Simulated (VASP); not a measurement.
# Ag (Fm-3m) in VASP: further runs, part 2 of 3

VASP 6.6.1. The steps go on from the part before.

## Step 4: Single point, PBEsol (volume scaled by 1.03)

INCAR reads:

```
PREC = Accurate ; ENCUT = 520
EDIFF = 1E-6 ; ISMEAR = 0
SIGMA = 0.1 ; LREAL = False
LASPH = True ; NELM = 60
ALGO = Normal ; ISIF = 2
LWAVE = False ; LCHARG = False
GGA = PS ; NBANDS = 12
```

KPOINTS reads:

```
regular mesh
0
Gamma
  18 18 18
```

POSCAR reads:

```
Ag
1.0
    0.0000000000      2.0472782675      2.0472782675
    2.0472782675      0.0000000000      2.0472782675
    2.0472782675      2.0472782675      0.0000000000
Ag
1
Direct
    0.0000000000      0.0000000000      0.0000000000
```

Potentials or basis: VASP PAW PBE potentials, release 64 (Ag).

Started as:

```bash
> cat potpaw_PBE.64/Ag/POTCAR > POTCAR
> mpirun -np 1 vasp_std > vasp.out
```

OUTCAR:

```text
PREC = Accurate
   ENCUT = 520
   EDIFF = 1E-6
   ISMEAR = 0
   LREAL = False
   LASPH = True
   NELM = 60
   ISIF = 2
   GGA = PS

 ion  position               nearest neighbor table
   1  0.000  0.000  0.000-

  LATTYP: Found a face centered cubic cell.
 ALAT       =     4.0945565350

  Lattice vectors:

 A1 = (   0.0000000000,   2.0472782675,   2.0472782675)
 A2 = (   2.0472782675,   0.0000000000,   2.0472782675)
 A3 = (   2.0472782675,   2.0472782675,   0.0000000000)

Analysis of symmetry for initial positions (statically):
=====================================================================
 Subroutine PRICEL returns:
 Original cell was already a primitive cell.

 Routine SETGRP: Setting up the symmetry group for a
 face centered cubic supercell.

 Subroutine GETGRP returns: Found 48 space group operations
 (whereof 48 operations were pure point group operations)
 out of a pool of 48 trial point group operations.

The static configuration has the point symmetry O_h .

Analysis of symmetry for dynamics (positions and initial velocities):
=====================================================================
 Subroutine PRICEL returns:
 Original cell was already a primitive cell.

[... 159 lines left out ...]
 Fermi energy:         8.0847902045

 k-point     1 :       0.0000    0.0000    0.0000
  band No.  band energies     occupation
      1       0.3591      2.00000
      2       3.3956      2.00000
      3       3.3956      2.00000
      4       3.3956      2.00000
      5       4.4305      2.00000
      6       4.4305      2.00000
      7      24.1123      0.00000
      8      27.6466      0.00000
      9      27.6466      0.00000
     10      27.6466      0.00000
     11      32.4500      0.00000
     12      33.5325      0.00000
[... 331 lines left out ...]
 k-point    24 :      -0.2222    0.0556    0.0000
  band No.  band energies     occupation
      1       1.7874      2.00000
      2       3.3896      2.00000
      3       3.6403      2.00000
      4       3.6534      2.00000
      5       4.3817      2.00000
      6       4.7433      2.00000
      7      19.6174      0.00000
      8      24.3068      0.00000
      9      26.6644      0.00000
     10      29.2085      0.00000
     11      29.8041      0.00000
     12      30.7850      0.00000

 [... further k-points ...]
[... 5 lines left out ...]
  --------------------------------------------------------------------------------------
  -------------------------------------------------------------------------------------
  Total       -0.3691510     -0.3691510     -0.3691510      0.0000000      0.0000000     -0.0000000
  in kB      -34.4630691    -34.4630691    -34.4630691      0.0000000      0.0000000     -0.0000000
  external PRESSURE =     -34.4630691 kB  Pullay stress =       0.0000000 kB

 VOLUME and BASIS-vectors are now :
 -----------------------------------------------------------------------------
  energy-cutoff  :      520.00
  volume of cell :       17.16
      direct lattice vectors                 reciprocal lattice vectors
     0.000000000  2.047278267  2.047278267    -0.244226693  0.244226693  0.244226693
     2.047278267  0.000000000  2.047278267     0.244226693 -0.244226693  0.244226693
     2.047278267  2.047278267  0.000000000     0.244226693  0.244226693 -0.244226693

 POSITION                                       TOTAL-FORCE (eV/Angst)
 -----------------------------------------------------------------------------------
      0.00000      0.00000      0.00000         0.000000      0.000000      0.000000
 -----------------------------------------------------------------------------------
    total drift:                               -0.000000      0.000000      0.000000

  FREE ENERGIE OF THE ION-ELECTRON SYSTEM (eV)
  ---------------------------------------------------
  free  energy   TOTEN  =        -3.3065593995 eV

  energy  without entropy=       -3.3055727315  energy(sigma->0) =       -3.30606607
```

OSZICAR:

```text
N       E                     dE             d eps       ncg     rms          rms(c)
DAV:   1     0.512046394323E+02    0.51205E+02   -0.54524E+03  4736   0.826E+02
DAV:   2    -0.284627700385E+01   -0.54051E+02   -0.51168E+02  5400   0.193E+02
DAV:   3    -0.365134669429E+01   -0.80507E+00   -0.80448E+00  5580   0.250E+01
DAV:   4    -0.365374096721E+01   -0.23943E-02   -0.23942E-02  5436   0.144E+00
DAV:   5    -0.365375937026E+01   -0.18403E-04   -0.18403E-04  5640   0.113E-01    0.547E+00
DAV:   6    -0.331991859099E+01    0.33384E+00   -0.13715E+00  5044   0.104E+01    0.328E+00
DAV:   7    -0.331046739034E+01    0.94512E-02   -0.10150E-02  5432   0.943E-01    0.187E+00
DAV:   8    -0.330654984787E+01    0.39175E-02   -0.73321E-04  5360   0.185E-01    0.946E-02
DAV:   9    -0.330655784332E+01   -0.79954E-05   -0.10792E-05  5464   0.238E-02    0.203E-02
DAV:  10    -0.330655958810E+01   -0.17448E-05   -0.24249E-06  5468   0.128E-02    0.384E-03
DAV:  11    -0.330655939955E+01    0.18855E-06   -0.72872E-08  2944   0.225E-03
   1 F= -.33065594E+01 E0= -.33060661E+01  d E =-.986668E-03
```

stdout:

```text
POSCAR found type information on POSCAR Ag
 POSCAR found :  1 types and       1 ions
 scaLAPACK will be used
 -----------------------------------------------------------------------------
|                                                                             |
|                                                                             |
|     You enforced a specific xc type in the INCAR file but a different       |
|     I HOPE YOU KNOW WHAT YOU ARE DOING!                                     |
|                                                                             |
 -----------------------------------------------------------------------------

 LDA part: xc-table for (Slater+PW92), standard interpolation
 POSCAR, INCAR and KPOINTS ok, starting setup
 FFT: planning ... GRIDC
 FFT: planning ... GRID_SOFT
 FFT: planning ... GRID
 WAVECAR not read
 entering main loop
```

It took 26 s on 1 thread of Intel Xeon Platinum 8488C (Sapphire Rapids), shared host; peak memory 0.17 GiB.

What came out:

- Free energy: -3.3066 eV
- Pressure: -3.4 GPa

Levels at points of the mesh, in eV from the Fermi level:
| k point | band 2 | band 3 | band 4 | band 5 | band 6 | band 7 | band 8 | band 9 | band 10 | band 11 |
| --- | --- | --- | --- | --- | --- | --- | --- | --- | --- | --- |
| (0.00, 0.00, 0.00) | -4.69 | -4.69 | -4.69 | -3.65 | -3.65 | 16.03 | 19.56 | 19.56 | 19.56 | 24.37 |
| (0.50, 0.00, 0.00) | -4.71 | -4.71 | -2.86 | -2.86 | -0.38 | 3.60 | 15.26 | 17.80 | 17.80 | 22.78 |
| (0.50, 0.50, 0.00) | -6.18 | -2.89 | -2.66 | -2.66 | 1.60 | 6.72 | 10.63 | 10.63 | 17.14 | 17.19 |

Caveat: the PAW data sets were made with another functional, which shifts forces and pressure a little.

(Part 2 of 3 ends here.)
